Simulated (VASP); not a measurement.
# Sr4Ti3FeO12 (P4/mmm) in VASP: single point with PBEsol+U

Aim: the single point of Sr4Ti3FeO12 with PBEsol+U.

All numbers are computed with VASP 6.6.1; they aren't measurements. Logs are shortened: lines on timing, memory, paths and dates and some standing lists are left out, and cuts for length are marked.

**1. The cell of the first run**

It takes space group P4/mmm (No. 123, tetragonal). The conventional cell has a = 5.520 Å, b = 5.520 Å, c = 7.807 Å, α = 90.00°, β = 90.00°, γ = 90.00°. Sr (site symmetry 2mm) has 12 O at 2.75 to 2.77 Å and 2 Fe at 3.37 Å and 6 Ti at 3.37 to 3.39 Å within 3.6 Å. Within 2.6 Å of Fe (site symmetry 4/mmm) lie 6 O at 1.95 to 1.96 Å. Within 2.6 Å of Ti (site symmetry 4/mmm) lie 6 O at 1.95 Å. Ti (site symmetry 4/mmm) has 6 O at 1.95 Å within 2.6 Å. Within 2.6 Å of Ti (site symmetry 4/mmm) lie 6 O at 1.95 Å. Within 2.6 Å of O (site symmetry 4mm) lie 1 Ti at 1.95 Å and 1 Fe at 1.96 Å. O (site symmetry 4mm) has 2 Ti at 1.95 Å within 2.6 Å. O (site symmetry m2m) has 1 Ti at 1.95 Å and 1 Fe at 1.95 Å within 2.6 Å.

**2. Single point, PBEsol+U, collinear spin, ferromagnetic start**

INCAR

```
SYSTEM = Sr4Ti3FeO12
PREC = Accurate
ENCUT = 520
EDIFF = 1E-6
ISMEAR = 0
SIGMA = 0.05
LREAL = Auto
LASPH = .TRUE.
NELM = 150
ALGO = Normal
ISIF = 2
LWAVE = .FALSE.
LCHARG = .FALSE.
ISPIN = 2
MAGMOM = 0 0 0 0 2 0 0 0 0 0 0 0 0 0 0 0 0 0 0 0
LORBIT = 11
NUPDOWN = 2.0
LMAXMIX = 4
LDAU = .TRUE.
LDAUTYPE = 2
LDAUL = -1 2 -1 -1
LDAUU = 0 4 0 0
LDAUJ = 0 0 0 0
LDAUPRINT = 1
GGA = PS
NBANDS = 98
```

KPOINTS

```
regular mesh
0
G
  3 3 2
  0 0 0
```

POSCAR

```
Sr4Ti3FeO12
1.0
    3.9033639000      3.9033639000      0.0000000000
   -3.9033639000      3.9033639000      0.0000000000
    0.0000000000      0.0000000000      7.8067278000
Sr Fe Ti O
4 1 3 12
Direct
    0.5000000000      0.0000000000      0.2481632609
    0.5000000000      0.0000000000      0.7518367391
    0.0000000000      0.5000000000      0.2481632609
    0.0000000000      0.5000000000      0.7518367391
    0.0000000000      1.0000000000      1.0000000000
    0.0000000000      1.0000000000      0.5000000000
    0.5000000000      0.5000000000      1.0000000000
    0.5000000000      0.5000000000      0.5000000000
    0.0000000000      1.0000000000      0.2505346730
    0.0000000000      1.0000000000      0.7494653270
    0.5000000000      0.5000000000      0.2498405822
    0.5000000000      0.5000000000      0.7501594178
    0.2502656258      0.7497343742      1.0000000000
    0.2502331082      0.7497668918      0.5000000000
    0.7497343742      0.2502656258      1.0000000000
    0.7497668918      0.2502331082      0.5000000000
    0.2502656258      0.2502656258      1.0000000000
    0.2502331082      0.2502331082      0.5000000000
    0.7497343742      0.7497343742      1.0000000000
    0.7497668918      0.7497668918      0.5000000000
```

Potentials or basis: VASP PAW PBE potentials, release 64 (Sr_sv, Fe, Ti_sv, O).

Started as:

```
$ cat potpaw_PBE.64/Sr_sv/POTCAR potpaw_PBE.64/Fe/POTCAR potpaw_PBE.64/Ti_sv/POTCAR potpaw_PBE.64/O/POTCAR > POTCAR
$ mpirun -np 1 vasp_std > vasp.out
```

OUTCAR:

```text
SYSTEM = Sr4Ti3FeO12
   PREC = Accurate
   ENCUT = 520
   EDIFF = 1E-6
   ISMEAR = 0
   LREAL = Auto
   LASPH = .TRUE.
   NELM = 150
   ISIF = 2
   ISPIN = 2
   LORBIT = 11
   NUPDOWN = 2.0
   GGA = PS

 ion  position               nearest neighbor table
   1  0.500  0.000  0.248-  13 2.75  15 2.75  17 2.75  19 2.75  11 2.76  11 2.76   9 2.76   9 2.76
                            16 2.77  20 2.77  14 2.77  18 2.77   7 3.37   5 3.37   5 3.37   7 3.37
   2  0.500  0.000  0.752-  13 2.75  15 2.75  17 2.75  19 2.75  12 2.76  12 2.76  10 2.76  10 2.76
                            16 2.77  20 2.77  14 2.77  18 2.77   7 3.37   5 3.37   5 3.37   7 3.37
   3  0.000  0.500  0.248-  13 2.75  15 2.75  17 2.75  19 2.75  11 2.76  11 2.76   9 2.76   9 2.76
                            16 2.77  20 2.77  14 2.77  18 2.77   5 3.37   5 3.37   7 3.37   7 3.37
   4  0.000  0.500  0.752-  13 2.75  15 2.75  17 2.75  19 2.75  12 2.76  12 2.76  10 2.76  10 2.76
                            16 2.77  20 2.77  14 2.77  18 2.77   5 3.37   5 3.37   7 3.37   7 3.37
   5  0.000  0.000  0.000-  13 1.95  15 1.95  17 1.95  19 1.95   9 1.96  10 1.96   3 3.37   4 3.37
                             1 3.37   2 3.37   3 3.37   4 3.37   1 3.37   2 3.37
   6  0.000  0.000  0.500-   9 1.95  10 1.95  14 1.95  16 1.95  18 1.95  20 1.95   3 3.39   4 3.39
                             1 3.39   2 3.39   3 3.39   4 3.39   1 3.39   2 3.39
   7  0.500  0.500  0.000-  13 1.95  15 1.95  17 1.95  19 1.95  11 1.95  12 1.95   3 3.37   4 3.37
                             1 3.37   2 3.37   1 3.37   2 3.37   3 3.37   4 3.37
   8  0.500  0.500  0.500-  14 1.95  16 1.95  18 1.95  20 1.95  11 1.95  12 1.95   3 3.39   4 3.39
                             1 3.39   2 3.39   1 3.39   2 3.39   3 3.39   4 3.39
   9  0.000  0.000  0.251-   6 1.95   5 1.96   1 2.76   3 2.76   3 2.76   1 2.76
  10  0.000  0.000  0.749-   6 1.95   5 1.96   2 2.76   4 2.76   4 2.76   2 2.76
  11  0.500  0.500  0.250-   7 1.95   8 1.95   1 2.76   3 2.76   1 2.76   3 2.76
  12  0.500  0.500  0.750-   7 1.95   8 1.95   2 2.76   4 2.76   2 2.76   4 2.76
  13  0.250  0.750  0.000-   7 1.95   5 1.95   3 2.75   4 2.75   1 2.75   2 2.75
  14  0.250  0.750  0.500-   8 1.95   6 1.95   3 2.77   4 2.77   1 2.77   2 2.77
  15  0.750  0.250  0.000-   7 1.95   5 1.95   3 2.75   4 2.75   1 2.75   2 2.75
  16  0.750  0.250  0.500-   8 1.95   6 1.95   3 2.77   4 2.77   1 2.77   2 2.77
  17  0.250  0.250  0.000-   7 1.95   5 1.95   3 2.75   4 2.75   1 2.75   2 2.75
  18  0.250  0.250  0.500-   8 1.95   6 1.95   3 2.77   4 2.77   1 2.77   2 2.77
  19  0.750  0.750  0.000-   7 1.95   5 1.95   3 2.75   4 2.75   1 2.75   2 2.75
  20  0.750  0.750  0.500-   8 1.95   6 1.95   3 2.77   4 2.77   1 2.77   2 2.77

  LATTYP: Found a simple tetragonal cell.
 ALAT       =     5.5201901663
 C/A-ratio  =     1.4142135624

  Lattice vectors:

 A1 = (   3.9033639000,   3.9033639000,   0.0000000000)
 A2 = (  -3.9033639000,   3.9033639000,   0.0000000000)
 A3 = (   0.0000000000,   0.0000000000,   7.8067278000)

Analysis of symmetry for initial positions (statically):
=====================================================================
 Subroutine PRICEL returns:
 Original cell was already a primitive cell.

 Routine SETGRP: Setting up the symmetry group for a
 simple tetragonal supercell.

[... 246 lines left out ...]
      1     -52.7011      1.00000
      2     -52.5082      1.00000
      3     -52.4359      1.00000
      4     -29.1317      1.00000
      5     -29.1317      1.00000
      6     -29.0818      1.00000
[... 547 lines left out ...]
     89       7.6083      0.00000
     90       7.6658      0.00000
 Fermi energy:         4.0599230310

 spin component 2

 k-point     1 :       0.0000    0.0000    0.0000
  band No.  band energies     occupation
      1     -52.7292      1.00000
      2     -52.5350      1.00000
      3     -52.4454      1.00000
      4     -29.1595      1.00000
      5     -29.1595      1.00000
      6     -29.1067      1.00000
[... 547 lines left out ...]
     89       7.6004      0.00000
     90       7.6522      0.00000
 [bands above 90 left out]

------------------------ aborting loop because EDIFF is reached ----------------------------------------

  FORCE on cell =-STRESS in cart. coord.  units (eV):
  Direction    XX          YY          ZZ          XY          YZ          ZX
  --------------------------------------------------------------------------------------
  -------------------------------------------------------------------------------------
  Total       -8.1406367     -8.1406367     -7.5714139      0.0000000      0.0000000      0.0000000
  in kB      -54.8266663    -54.8266663    -50.9929877      0.0000000      0.0000000      0.0000000
  external PRESSURE =     -53.5487734 kB  Pullay stress =       0.0000000 kB

 VOLUME and BASIS-vectors are now :
 -----------------------------------------------------------------------------
  energy-cutoff  :      520.00
  volume of cell :      237.89
      direct lattice vectors                 reciprocal lattice vectors
     3.903363900  3.903363900  0.000000000     0.128094642  0.128094642  0.000000000
    -3.903363900  3.903363900  0.000000000    -0.128094642  0.128094642  0.000000000
     0.000000000  0.000000000  7.806727800     0.000000000  0.000000000  0.128094642

 POSITION                                       TOTAL-FORCE (eV/Angst)
 -----------------------------------------------------------------------------------
      1.95168      1.95168      1.93734        -0.000000     -0.000000      0.014031
      1.95168      1.95168      5.86938        -0.000000     -0.000000     -0.014031
     -1.95168      1.95168      1.93734        -0.000000     -0.000000      0.014031
     -1.95168      1.95168      5.86938        -0.000000     -0.000000     -0.014031
      0.00000      0.00000      0.00000        -0.000000     -0.000000      0.000000
      0.00000      0.00000      3.90336        -0.000000     -0.000000      0.000000
[... 12 lines left out ...]
      0.00000      5.85297      0.00000        -0.000000      1.031794      0.000000
      0.00000      5.85323      3.90336        -0.000000     -0.006259      0.000000
 -----------------------------------------------------------------------------------
    total drift:                                0.000000      0.000000      0.000000

  FREE ENERGIE OF THE ION-ELECTRON SYSTEM (eV)
  ---------------------------------------------------
  free  energy   TOTEN  =      -158.6675535634 eV

  energy  without entropy=     -158.6527348033  energy(sigma->0) =     -158.66014418

 total charge

# of ion       s       p       d       tot
------------------------------------------
    1        1.997   5.759   0.203   7.959
    2        1.997   5.759   0.203   7.959
    3        1.997   5.759   0.203   7.959
    4        1.997   5.759   0.203   7.959
    5        0.404   0.648   6.033   7.086
    6        2.229   6.319   1.781  10.329
[... 12 lines left out ...]
   19        1.557   3.428   0.000   4.985
   20        1.560   3.469   0.000   5.029
--------------------------------------------------
tot         33.780  84.019  12.199 129.998

 magnetization (x)

# of ion       s       p       d       tot
------------------------------------------
    1        0.000   0.001   0.001   0.002
    2        0.000   0.001   0.001   0.002
    3        0.000   0.001   0.001   0.002
    4        0.000   0.001   0.001   0.002
    5        0.008   0.012   1.885   1.905
    6       -0.002  -0.004  -0.026  -0.032
[... 12 lines left out ...]
   19       -0.000  -0.000   0.000  -0.001
   20        0.000   0.010   0.000   0.011
--------------------------------------------------
tot          0.002   0.111   1.827   1.940
```

It took 8.1 min on 1 thread of Intel Xeon Platinum 8375C at 2.90GHz (Ice Lake), shared host; peak memory 0.5 GiB.

What came out:

```yaml
Free_energy: -158.6676 eV
Pressure: -5.4 GPa
Largest_force: 1.032 eV/Å
Net_moment: 2.00 μB per cell
Site_moments: Sr +0.00; Fe +1.91; Ti -0.03, -0.04, -0.01; O +0.02, -0.00, +0.01 μB
Valence_electrons_inside_the_program's_atomic_spheres: Sr 7.96; Fe 7.09; Ti 10.33, 10.34; O 4.98, 5.03, 4.99
```

Forces in eV/Å, atoms in the order of the input:
```
Sr   0.000  0.000  0.014
Sr   0.000  0.000 -0.014
Sr   0.000  0.000  0.014
Sr   0.000  0.000 -0.014
Fe   0.000  0.000  0.000
Ti   0.000  0.000  0.000
Ti   0.000  0.000  0.000
Ti   0.000  0.000  0.000
O    0.000  0.000 -0.967
O    0.000  0.000  0.967
O    0.000  0.000 -0.076
O    0.000  0.000  0.076
O   -1.032  0.000  0.000
O    0.006  0.000  0.000
O    1.032  0.000  0.000
O   -0.006  0.000  0.000
O    0.000 -1.032  0.000
O    0.000  0.006  0.000
O    0.000  1.032  0.000
O    0.000 -0.006  0.000
```

Eigenvalues of the final occupation matrices:
| site | spin | trace | eigenvalues |
| --- | --- | --- | --- |
| site 5 d | 1 | 3.97 | 0.49 0.55 0.98 0.98 0.98 |
| site 5 d | 2 | 2.09 | 0.12 0.33 0.37 0.63 0.63 |

Caveat: the k points lie up to 0.40 Å⁻¹ apart; the PAW data sets were made with another functional, which shifts forces and pressure a little; the total moment is fixed, so each spin has its own Fermi level; a cell with one magnetic atom can't hold antiferromagnetic order, which such compounds often take. The state reached can hang on the start; a lower one may exist.
